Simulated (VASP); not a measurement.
# CoSi2 (MoSi2 type) (I4/mmm) in VASP: a series of runs, part 2 of 2

VASP 6.6.1. The steps go on from the part before.

## Step 4: Relaxation of shape and atoms at fixed volume, PBE

This run uses another cell than the first one, of 9.63 Å³/atom, 0.800 times its volume.

Contents of INCAR:

```
ALGO     = Normal         # electronic algorithm
EDIFF    = 1E-7           # SCF threshold, eV
EDIFFG   = -0.005         # ionic threshold
ENCUT    = 600            # plane-wave cutoff, eV
GGA      = PE             # functional
IBRION   = 2              # ionic algorithm
ISIF     = 4              # what is computed and relaxed
ISMEAR   = -1             # smearing method
LASPH    = T              # aspherical terms in the spheres
LCHARG   = F              # write CHGCAR
LREAL    = F              # projectors in reciprocal space
LWAVE    = F              # write WAVECAR
NELM     = 60             # most SCF steps
NSW      = 50             # ionic steps
PREC     = Accurate       # precision mode
SIGMA    = 0.05           # smearing width, eV
```

Contents of KPOINTS:

```
k-points
0
Gamma
  14 14 14
```

Contents of POSCAR:

```
CoSi2
1.0
   -1.4863782658      1.4863782658      3.2683193569
    1.4863782658     -1.4863782658      3.2683193569
    1.4863782658      1.4863782658     -3.2683193569
Co Si
1 2
Direct
    0.0000000000      0.0000000000      0.0000000000
    0.3345954708      0.3345954708      0.0000000000
   -0.3345954708     -0.3345954708      0.0000000000
```

Potentials or basis: VASP PAW PBE potentials, release 64 (Co, Si).

Launch:

```sh
$ cat potpaw_PBE.64/Co/POTCAR potpaw_PBE.64/Si/POTCAR > POTCAR
$ mpirun -np 1 vasp_std > vasp.out
```

OUTCAR:

```text
EDIFF = 1E-7
   EDIFFG = -0.005
   ENCUT = 600
   GGA = PE
   IBRION = 2
   ISIF = 4
   ISMEAR = -1
   LASPH = T
   LREAL = F
   NELM = 60
   NSW = 50
   PREC = Accurate

 ion  position               nearest neighbor table
   1  0.000  0.000  0.000-   2 2.19   3 2.19   3 2.36   2 2.36   3 2.36   3 2.36   3 2.36   2 2.36
                             2 2.36   2 2.36
   2  0.335  0.335  0.000-   3 2.16   1 2.19   1 2.36   1 2.36   1 2.36   1 2.36   3 2.38   3 2.38
                             3 2.38   3 2.38
   3  0.665  0.665  0.000-   2 2.16   1 2.19   1 2.36   1 2.36   1 2.36   1 2.36   2 2.38   2 2.38
                             2 2.38   2 2.38

  LATTYP: Found a body centered tetragonal cell.
 ALAT       =     2.9727565316
 C/A-ratio  =     2.1988476501

  Lattice vectors:

 A1 = (  -1.4863782658,   1.4863782658,   3.2683193569)
 A2 = (   1.4863782658,  -1.4863782658,   3.2683193569)
 A3 = (   1.4863782658,   1.4863782658,  -3.2683193569)

Analysis of symmetry for initial positions (statically):
=====================================================================
 Subroutine PRICEL returns:
 Original cell was already a primitive cell.

 Routine SETGRP: Setting up the symmetry group for a
 body centered tetragonal supercell.

 Subroutine GETGRP returns: Found 16 space group operations
 (whereof 16 operations were pure point group operations)
 out of a pool of 16 trial point group operations.

The static configuration has the point symmetry D_4h.

Analysis of symmetry for dynamics (positions and initial velocities):
=====================================================================
 Subroutine PRICEL returns:
 Original cell was already a primitive cell.

 Routine SETGRP: Setting up the symmetry group for a
 body centered tetragonal supercell.

 Subroutine GETGRP returns: Found 16 space group operations
 (whereof 16 operations were pure point group operations)
 out of a pool of 16 trial point group operations.

The dynamic configuration has the point symmetry D_4h.

 Subroutine INISYM returns: Found 16 space group operations
[... 136 lines left out ...]

--------------------------------------- Ionic step        1  -------------------------------------------

 number of electron      16.9999998 magnetization

 Free energy of the ion-electron system (eV)
  ---------------------------------------------------
  ext. energy  EPLUGINS =         0.00000000
  ---------------------------------------------------
  free energy    TOTEN  =       -17.04018982 eV

  energy without entropy =      -17.03304800  energy(sigma->0) =      -17.03661891

------------------------ aborting loop because EDIFF is reached ----------------------------------------

  FORCE on cell =-STRESS in cart. coord.  units (eV):
  Direction    XX          YY          ZZ          XY          YZ          ZX
  --------------------------------------------------------------------------------------
  -------------------------------------------------------------------------------------
  Total       10.5337488     10.5337488     14.2830547      0.0000000      0.0000000      0.0000000
  in kB      584.3194856    584.3194856    792.2979110      0.0000000      0.0000000      0.0000000
  external PRESSURE =     653.6456274 kB  Pullay stress =       0.0000000 kB
[... 135 lines left out ...]
--------------------------------------- Ionic step        5  -------------------------------------------

 number of electron      16.9999998 magnetization

 Free energy of the ion-electron system (eV)
  ---------------------------------------------------
  ext. energy  EPLUGINS =         0.00000000
  ---------------------------------------------------
  free energy    TOTEN  =       -17.08701371 eV

  energy without entropy =      -17.07780578  energy(sigma->0) =      -17.08240975

 E-fermi :  15.6625     XC(G=0): -13.2951

 val. band max:       15.6508256331   @ k =  -0.2857   0.2857   0.0000
 cond. band min:      15.6671283880   @ k =  -0.4286   0.1429   0.0714
 fundamental gap:      0.0163027549
 Fermi energy:        15.6625315695

 k-point     1 :       0.0000    0.0000    0.0000
  band No.  band energies     occupation
      1      -1.3293      2.00000
      2       8.1158      2.00000
      3      11.4347      2.00000
      4      11.4347      2.00000
      5      11.5347      2.00000
      6      12.0494      2.00000
      7      13.1793      2.00000
      8      16.0719      0.00056
      9      17.9299      0.00000
     10      18.2786      0.00000
     11      18.2864      0.00000
     12      18.2864      0.00000
[... 331 lines left out ...]
 k-point    24 :       0.2857    0.1429   -0.0000
  band No.  band energies     occupation
      1       0.9328      2.00000
      2       6.8268      2.00000
      3       8.5056      2.00000
      4      10.9399      2.00000
      5      11.4632      2.00000
      6      11.7885      2.00000
      7      12.1935      2.00000
      8      14.4640      2.00000
      9      15.7265      0.43505
     10      17.1806      0.00000
     11      19.2684      0.00000
     12      20.9098      0.00000

 [... further k-points ...]
[... 5 lines left out ...]
  --------------------------------------------------------------------------------------
  -------------------------------------------------------------------------------------
  Total       11.2906322     11.2906322     11.3026400      0.0000000     -0.0000000      0.0000000
  in kB      626.3047017    626.3047017    626.9707919      0.0000000     -0.0000000      0.0000000
  external PRESSURE =     626.5267318 kB  Pullay stress =       0.0000000 kB
[... 18 lines left out ...]
  FREE ENERGIE OF THE ION-ELECTRON SYSTEM (eV)
  ---------------------------------------------------
  free  energy   TOTEN  =       -17.0870137121 eV

  energy  without entropy=      -17.0778057847  energy(sigma->0) =      -17.08240975

 reached required accuracy - stopping structural energy minimisation
```

OSZICAR:

```text
N       E                     dE             d eps       ncg     rms          rms(c)
DAV:   1     0.814004884165E+02    0.81400E+02   -0.80575E+03  5880   0.162E+03
[... 46 lines left out ...]
DAV:   1    -0.170871193077E+02   -0.10960E-02   -0.21168E-02  6064   0.125E+00    0.954E-02
DAV:   2    -0.170870581394E+02    0.61168E-04   -0.10928E-03  7568   0.410E-01    0.469E-02
DAV:   3    -0.170870551369E+02    0.30025E-05   -0.27719E-04  7904   0.391E-01    0.530E-02
DAV:   4    -0.170870142345E+02    0.40902E-04   -0.14352E-04  7644   0.285E-01    0.923E-03
DAV:   5    -0.170870139277E+02    0.30684E-06   -0.58096E-06  6552   0.269E-02    0.711E-03
DAV:   6    -0.170870137011E+02    0.22659E-06   -0.54969E-07  7356   0.106E-02    0.146E-03
DAV:   7    -0.170870137121E+02   -0.10953E-07   -0.66370E-08  3224   0.510E-03
   5 F= -.17087014E+02 E0= -.17082410E+02  d E =-.146414E-02
```

CONTCAR:

```text
CoSi2
   1.00000000000000
    -1.4667139507839555    1.4667139507839555    3.3565439110371376
     1.4667139507839555   -1.4667139507839555    3.3565439110371376
     1.4667139507839555    1.4667139507839555   -3.3565439110371376
  Co              Si
     1     2
Direct
     0.0000000000000000    0.0000000000000000    0.0000000000000000
     0.3352446836378050    0.3352446836378050    0.0000000000000000
     0.6647553163621951    0.6647553163621951    0.0000000000000000

  0.00000000E+00  0.00000000E+00  0.00000000E+00
  0.00000000E+00  0.00000000E+00  0.00000000E+00
  0.00000000E+00  0.00000000E+00  0.00000000E+00
```

Run time: 4.5 min. Hardware: 1 thread of Intel Xeon Platinum 8488C (Sapphire Rapids), shared host; peak memory 0.26 GiB.

Results:

```yaml
Free_energy: -17.0870 eV
Energy_gained_by_relaxing: 15.6 meV/atom
Ionic_steps: 5
Pressure_after_relaxing: 62.7 GPa
```

The path:
| step | energy change (eV) | largest force (eV/Å) | pressure (GPa) | volume (Å³) |
| --- | --- | --- | --- | --- |
| 1 | 0.0000 | 0.0493 | 65.36 | 28.88 |
| 2 | -0.0344 | 0.3678 | 61.72 | 28.88 |
| 3 | -0.0454 | 0.2435 | 62.72 | 28.88 |
| 4 | -0.0458 | 0.2041 | 62.64 | 28.88 |
| 5 | -0.0468 | 0.0010 | 62.65 | 28.88 |

Final structure:
```
Co Si
1.0
    -1.46671    1.46671    3.35654
     1.46671   -1.46671    3.35654
     1.46671    1.46671   -3.35654
Co Si
1 2
Direct
  0.00000 0.00000 0.00000
  0.33524 0.33524 0.00000
  0.66476 0.66476 0.00000
```

Spin polarisation is off, so any magnetic state and its effect on volume and gap are missing.

## Step 5: Relaxation of cell and atoms, PBE

This run uses another cell than the first one, of 10.53 Å³/atom, 0.875 times its volume.

Contents of INCAR:

```
SYSTEM = CoSi2
PREC = Accurate ; ENCUT = 600
EDIFF = 1E-6 ; ISMEAR = -1
SIGMA = 0.05 ; LREAL = .FALSE.
LASPH = .TRUE. ; NELM = 60
ALGO = Normal ; ISIF = 3
LWAVE = .FALSE. ; LCHARG = .FALSE.
GGA = PE ; IBRION = 2
NSW = 60 ; EDIFFG = -0.005
```

Contents of KPOINTS:

```
regular mesh
0
G
  14 14 14
  0 0 0
```

Contents of POSCAR:

```
CoSi2
1.0
   -1.4774060651      1.4774060651      3.6196448595
    1.4774060651     -1.4774060651      3.6196448595
    1.4774060651      1.4774060651     -3.6196448595
Co Si
1 2
Direct
    0.0000000000      0.0000000000      0.0000000000
    0.3350000000      0.3350000000      0.0000000000
   -0.3350000000     -0.3350000000      0.0000000000
```

Potentials or basis: VASP PAW PBE potentials, release 64 (Co, Si).

Launch:

```sh
$ cat potpaw_PBE.64/Co/POTCAR potpaw_PBE.64/Si/POTCAR > POTCAR
$ mpirun -np 1 vasp_std > vasp.out
```

OUTCAR:

```text
SYSTEM = CoSi2
   PREC = Accurate
   ENCUT = 600
   EDIFF = 1E-6
   ISMEAR = -1
   LREAL = .FALSE.
   LASPH = .TRUE.
   NELM = 60
   ISIF = 3
   GGA = PE
   IBRION = 2
   NSW = 60
   EDIFFG = -0.005

 ion  position               nearest neighbor table
   1  0.000  0.000  0.000-   3 2.41   3 2.41   3 2.41   2 2.41   3 2.41   2 2.41   2 2.41   2 2.41
                             2 2.43   3 2.43
   2  0.335  0.335  0.000-   3 2.39   1 2.41   1 2.41   1 2.41   1 2.41   3 2.42   3 2.42   3 2.42
                             3 2.42   1 2.43
   3  0.665  0.665  0.000-   2 2.39   1 2.41   1 2.41   1 2.41   1 2.41   2 2.42   2 2.42   2 2.42
                             2 2.42   1 2.43

  LATTYP: Found a body centered tetragonal cell.
 ALAT       =     2.9548121302
 C/A-ratio  =     2.4500000000

  Lattice vectors:

 A1 = (  -1.4774060651,   1.4774060651,   3.6196448595)
 A2 = (   1.4774060651,  -1.4774060651,   3.6196448595)
 A3 = (   1.4774060651,   1.4774060651,  -3.6196448595)

Analysis of symmetry for initial positions (statically):
=====================================================================
 Subroutine PRICEL returns:
 Original cell was already a primitive cell.

 Routine SETGRP: Setting up the symmetry group for a
 body centered tetragonal supercell.

 Subroutine GETGRP returns: Found 16 space group operations
 (whereof 16 operations were pure point group operations)
 out of a pool of 16 trial point group operations.

The static configuration has the point symmetry D_4h.

Analysis of symmetry for dynamics (positions and initial velocities):
=====================================================================
 Subroutine PRICEL returns:
 Original cell was already a primitive cell.

 Routine SETGRP: Setting up the symmetry group for a
 body centered tetragonal supercell.

 Subroutine GETGRP returns: Found 16 space group operations
 (whereof 16 operations were pure point group operations)
 out of a pool of 16 trial point group operations.

[... 131 lines left out ...]
   LEPSILON=     F    determine dielectric tensor
   LRPA    =     F    only Hartree local field effects (RPA)
 conjugate gradient relaxation of ions
 non-spin polarized calculation
  energy-cutoff  :      600.00
  volume of cell :       31.60
 maximum number of plane-waves:      1079
 NGX is ok and might be reduce to    36
   NGX = 17   NGY = 17   NGZ = 17

--------------------------------------- Ionic step        1  -------------------------------------------

 number of electron      16.9999999 magnetization

 Free energy of the ion-electron system (eV)
  ---------------------------------------------------
  ext. energy  EPLUGINS =         0.00000000
  ---------------------------------------------------
  free energy    TOTEN  =       -17.72755511 eV

  energy without entropy =      -17.71709478  energy(sigma->0) =      -17.72232494

------------------------ aborting loop because EDIFF is reached ----------------------------------------

  FORCE on cell =-STRESS in cart. coord.  units (eV):
  Direction    XX          YY          ZZ          XY          YZ          ZX
  --------------------------------------------------------------------------------------
  -------------------------------------------------------------------------------------
  Total        7.0342807      7.0342807      2.9583274      0.0000000     -0.0000000      0.0000000
  in kB      356.6190761    356.6190761    149.9792264      0.0000000     -0.0000000      0.0000000
  external PRESSURE =     287.7391262 kB  Pullay stress =       0.0000000 kB
[... 24 lines left out ...]
--------------------------------------- Ionic step        2  -------------------------------------------

 number of electron      16.9999998 magnetization

 E-fermi :   9.9780     XC(G=0): -11.6337

 val. band max:        9.9594414185   @ k =  -0.2143   0.2143   0.0000
 cond. band min:       9.9784010197   @ k =   0.2143   0.1429   0.0000
 fundamental gap:      0.0189596011
 Fermi energy:         9.9779948222

 k-point     1 :       0.0000    0.0000    0.0000
  band No.  band energies     occupation
      1      -3.4596      2.00000
      2       4.7575      2.00000
      3       6.8628      2.00000
      4       7.3966      2.00000
      5       7.3966      2.00000
      6       7.7060      2.00000
      7       8.5839      2.00000
      8      10.3297      0.00176
      9      11.8311      0.00000
     10      11.9131      0.00000
     11      11.9131      0.00000
     12      12.3520      0.00000
[... 603 lines left out ...]
--------------------------------------- Ionic step        9  -------------------------------------------

 number of electron      16.9999999 magnetization

 Free energy of the ion-electron system (eV)
  ---------------------------------------------------
  ext. energy  EPLUGINS =         0.00000000
  ---------------------------------------------------
  free energy    TOTEN  =       -18.23641492 eV

  energy without entropy =      -18.22774623  energy(sigma->0) =      -18.23208057

 E-fermi :  11.8238     XC(G=0): -12.2128

 val. band max:       11.8096125342   @ k =  -0.2143  -0.4286   0.0714
 cond. band min:      11.8266340244   @ k =   0.5000   0.2143   0.0000
 fundamental gap:      0.0170214902
 Fermi energy:        11.8238212694

 k-point     1 :       0.0000    0.0000    0.0000
  band No.  band energies     occupation
      1      -2.7980      2.00000
      2       6.0409      2.00000
      3       8.5600      2.00000
      4       8.5600      2.00000
      5       9.0950      2.00000
      6       9.3344      2.00000
      7      10.0917      2.00000
      8      12.3217      0.00009
      9      13.9516      0.00000
     10      13.9516      0.00000
     11      13.9932      0.00000
     12      14.1197      0.00000
[... 375 lines left out ...]
  FREE ENERGIE OF THE ION-ELECTRON SYSTEM (eV)
  ---------------------------------------------------
  free  energy   TOTEN  =       -18.2364149206 eV

  energy  without entropy=      -18.2277462288  energy(sigma->0) =      -18.23208057

 reached required accuracy - stopping structural energy minimisation
```

OSZICAR:

```text
N       E                     dE             d eps       ncg     rms          rms(c)
DAV:   1     0.794521821073E+02    0.79452E+02   -0.79677E+03  5872   0.159E+03
DAV:   2    -0.144134639307E+02   -0.93866E+02   -0.87850E+02  5904   0.282E+02
DAV:   3    -0.193713756465E+02   -0.49579E+01   -0.46773E+01  7328   0.707E+01
DAV:   4    -0.195124220320E+02   -0.14105E+00   -0.13795E+00  7108   0.108E+01
[... 83 lines left out ...]
DAV:   2    -0.182391339150E+02   -0.21985E-02   -0.14261E-02  8020   0.279E+00    0.438E-01
DAV:   3    -0.182364260786E+02    0.27078E-02   -0.78038E-03  7984   0.209E+00    0.385E-02
DAV:   4    -0.182364170403E+02    0.90383E-05   -0.18530E-04  5972   0.115E-01    0.144E-02
DAV:   5    -0.182364150731E+02    0.19672E-05   -0.63182E-06  8044   0.492E-02    0.473E-03
DAV:   6    -0.182364149206E+02    0.15259E-06   -0.42261E-07  3140   0.913E-03
   9 F= -.18236415E+02 E0= -.18232081E+02  d E =-.580357E-04
```

CONTCAR:

```text
CoSi2
   1.00000000000000
    -1.6003373527398914    1.6003373527398914    3.5218425613758377
     1.6003373527398914   -1.6003373527398914    3.5218425613758377
     1.6003373527398914    1.6003373527398914   -3.5218425613758377
  Co              Si
     1     2
Direct
     0.0000000000000000    0.0000000000000000    0.0000000000000000
     0.3346344815209557    0.3346344815209557    0.0000000000000000
     0.6653655184790445    0.6653655184790445    0.0000000000000000

  0.00000000E+00  0.00000000E+00  0.00000000E+00
  0.00000000E+00  0.00000000E+00  0.00000000E+00
  0.00000000E+00  0.00000000E+00  0.00000000E+00
```

Wall time 11 min (1 thread of Intel Xeon Platinum 8488C (Sapphire Rapids), shared host); peak memory 0.31 GiB.

Results:

- Free energy: -18.2364 eV
- Relaxed volume: 12.03 Å³/atom
- Relaxed cell: a = 4.186 Å, b = 4.186 Å, c = 4.186 Å, α = 135.05°, β = 135.05°, γ = 65.45°
- Space group after relaxing (to 0.05 Å): I4/mmm (No. 139)
- Energy gained by relaxing: 169.6 meV/atom
- Ionic steps: 9
- Pressure after relaxing: 0.0 GPa

Step by step:
```
step  energy change (eV)  largest force (eV/Å)  pressure (GPa)  volume (Å³)
   1              0.0000                0.3330           28.77        31.60
   2             -0.1779                0.0761          -16.04        41.02
   3             -0.4216                0.0477           -2.27        36.43
   4             -0.4943                0.2175           -1.06        36.19
   5             -0.5032                0.3539           -0.12        36.08
   6             -0.5088                0.0215            0.34        36.02
   7             -0.5088                0.0072            0.31        36.02
   8             -0.5088                0.0063           -0.25        36.14
   9             -0.5089                0.0001            0.00        36.08
```

Final structure:
```
Co Si
1.0
    -1.60034    1.60034    3.52184
     1.60034   -1.60034    3.52184
     1.60034    1.60034   -3.52184
Co Si
1 2
Direct
  0.00000 0.00000 0.00000
  0.33463 0.33463 0.00000
  0.66537 0.66537 0.00000
```

Spin polarisation is off, so any magnetic state and its effect on volume and gap are missing.

## Step 6: Overview

```tsv
task	cell	cutoff (eV)	gap on the mesh (eV)	pressure (GPa)
single point	a = 4.186 Å, angles 135.0, 135.0, 65.5°, 3 atoms	520	none	0.0
relaxation of shape and atoms at fixed volume	relaxed from a = 3.752 Å, angles 135.0, 135.0, 65.5°, 3 atoms	600	none	115.8
relaxation of shape and atoms at fixed volume	relaxed from a = 3.886 Å, angles 135.0, 135.0, 65.5°, 3 atoms	600	none	62.7
relaxation of cell and atoms	relaxed from a = 4.179 Å, angles 138.6, 138.6, 60.0°, 3 atoms	600	none	0.0
```

Alike in all rows: level PBE; potentials or basis VASP PAW PBE potentials, release 64 (Co, Si); no spin polarisation; k mesh 14 × 14 × 14; smearing fermi-dirac 0.05 eV.

Total energies depend on the potentials used, so only differences within one code and one set of settings carry meaning.
